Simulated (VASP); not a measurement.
# SrTl (Pm-3m) in VASP: notebook, part 2 of 2

VASP 6.6.1. The steps go on from the part before.

## (4) Vibrations by perturbation theory, LDA (31.56 Å³/atom)

This run uses another cell than the first one, of 31.56 Å³/atom.

INCAR

```
  PREC = Accurate
  ENCUT = 520
  EDIFF = 1E-8
  ISMEAR = -1
  SIGMA = 0.15
  LREAL = False
  LASPH = True
  NELM = 80
  ALGO = Normal
  ISIF = 2
  LWAVE = False
  LCHARG = False
  GGA = CA
  IBRION = 8
  NSW = 1
```

KPOINTS

```
Automatic mesh
0
Gamma
  10 10 10
```

POSCAR

```
SrTl
1.0
    3.9815335575      0.0000000000      0.0000000000
    0.0000000000      3.9815335575      0.0000000000
    0.0000000000      0.0000000000      3.9815335575
Sr Tl
1 1
Direct
    0.0000000000      0.0000000000      0.0000000000
    0.5000000000      0.5000000000      0.5000000000
```

Potentials or basis: VASP PAW LDA potentials, release 64 (Sr_sv, Tl_d).

Run with:

```console
cat potpaw_LDA.64/Sr_sv/POTCAR potpaw_LDA.64/Tl_d/POTCAR > POTCAR
mpirun -np 1 vasp_std > vasp.out
```

OUTCAR:

```text
PREC = Accurate
   ENCUT = 520
   EDIFF = 1E-8
   ISMEAR = -1
   LREAL = False
   LASPH = True
   NELM = 80
   ISIF = 2
   GGA = CA
   IBRION = 8
   NSW = 1

 ion  position               nearest neighbor table
   1  0.000  0.000  0.000-   2 3.45   2 3.45   2 3.45   2 3.45   2 3.45   2 3.45   2 3.45   2 3.45

   2  0.500  0.500  0.500-   1 3.45   1 3.45   1 3.45   1 3.45   1 3.45   1 3.45   1 3.45   1 3.45

  LATTYP: Found a simple cubic cell.
 ALAT       =     3.9815335575

  Lattice vectors:

 A1 = (   3.9815335575,   0.0000000000,   0.0000000000)
 A2 = (   0.0000000000,   3.9815335575,   0.0000000000)
 A3 = (   0.0000000000,   0.0000000000,   3.9815335575)

Analysis of symmetry for initial positions (statically):
=====================================================================
 Subroutine PRICEL returns:
 Original cell was already a primitive cell.

 Routine SETGRP: Setting up the symmetry group for a
 simple cubic supercell.

 Subroutine GETGRP returns: Found 48 space group operations
 (whereof 48 operations were pure point group operations)
 out of a pool of 48 trial point group operations.

The static configuration has the point symmetry O_h .

Analysis of symmetry for dynamics (positions and initial velocities):
=====================================================================
 Subroutine PRICEL returns:
 Original cell was already a primitive cell.

 Routine SETGRP: Setting up the symmetry group for a
 simple cubic supercell.

 Subroutine GETGRP returns: Found 48 space group operations
[... 618 lines left out ...]
    total drift:                                0.000000      0.000000      0.000000

  FREE ENERGIE OF THE ION-ELECTRON SYSTEM (eV)
  ---------------------------------------------------
  free  energy   TOTEN  =        -5.9224119884 eV

  energy  without entropy=       -5.8380288254  energy(sigma->0) =       -5.88022041

[... ionic steps 2 to 3 ...]

--------------------------------------- Ionic step        4  -------------------------------------------

------------------------ aborting loop because EDIFF is reached ----------------------------------------

[... ionic steps 5 to 6 ...]

--------------------------------------- Ionic step        7  -------------------------------------------

 Free energy of the ion-electron system (eV)
  ---------------------------------------------------
  ---------------------------------------------------
  free energy    TOTEN  =        -0.33907952 eV

  energy without entropy =       -0.33907952

------------------------ aborting loop because EDIFF is reached ----------------------------------------

 INTERNAL STRAIN TENSOR  FOR ION    2  DIRECTION 1   (eV/Angst):
 -----------------------------------------------------------------------------
    -0.02812  0.00000 -0.00000
     0.00000  0.01804  0.00000
    -0.00000  0.00000  0.01804

 INTERNAL STRAIN TENSOR FOR ION    2 for displacements in x,y,z  (eV/Angst):
          X           Y           Z          XY          YZ          ZX
  --------------------------------------------------------------------------------
  x     0.00000     0.00000     0.00000     0.00000     0.00000     0.00000
  y     0.00000     0.00000     0.00000     0.00000     0.00000     0.00000
  z     0.00000     0.00000     0.00000     0.00000     0.00000     0.00000

 SECOND DERIVATIVES (NOT SYMMETRIZED)
 ------------------------------------
               1X          1Y          1Z          2X          2Y          2Z
  1X    -1.938899    0.000000   -0.000000    1.938899   -0.000000    0.000000
  1Y    -0.000000   -1.938899    0.000000    0.000000    1.938899   -0.000000
  1Z    -0.000000   -0.000000   -1.938899    0.000000    0.000000    1.938899
  2X     1.942291    0.000000   -0.000000   -1.942291   -0.000000    0.000000
  2Y     0.000000    1.942291   -0.000000   -0.000000   -1.942291    0.000000
  2Z     0.000000    0.000000    1.942291    0.000000   -0.000000   -1.942291

 Eigenvectors and eigenvalues of the dynamical matrix
 ----------------------------------------------------

   1 f  =    2.780436 THz    17.469995 2PiTHz   92.745366 cm-1    11.498955 meV
             X         Y         Z           dx          dy          dz
      0.000000  0.000000  0.000000    -0.836400   -0.000052   -0.000000
      1.990767  1.990767  1.990767     0.548120    0.000034    0.000000
[... 21 lines left out ...]
   6 f/i=    0.001114 THz     0.007001 2PiTHz    0.037167 cm-1     0.004608 meV
             X         Y         Z           dx          dy          dz
      0.000000  0.000000  0.000000    -0.000000    0.000000   -0.548120
      1.990767  1.990767  1.990767    -0.000000    0.000000   -0.836400

--------------------------------------------------------------------------------------------------------

 ELASTIC MODULI CONTR FROM IONIC RELAXATION (kBar)
 Direction    XX          YY          ZZ          XY          YZ          ZX
 --------------------------------------------------------------------------------
 XX           0.0000      0.0000      0.0000      0.0000      0.0000      0.0000
 YY           0.0000      0.0000      0.0000      0.0000      0.0000      0.0000
 ZZ           0.0000      0.0000      0.0000      0.0000      0.0000      0.0000
 XY           0.0000      0.0000      0.0000      0.0000      0.0000      0.0000
 YZ           0.0000      0.0000      0.0000      0.0000      0.0000      0.0000
 ZX           0.0000      0.0000      0.0000      0.0000      0.0000      0.0000
 --------------------------------------------------------------------------------
```

Wall time 13 min (1 thread of Intel Xeon 8259CL, shared host); peak memory 0.43 GiB.

Results:

```yaml
Highest_phonon_frequency_at_Γ: 93 cm⁻¹
```

Phonon frequencies in cm⁻¹ (negative: imaginary):
```tsv
q point	frequencies
(0.000, 0.000, 0.000)	0 0 0 93 93 93
```

Caveat: spin-orbit coupling is left out, which moves the levels of the heavy elements.
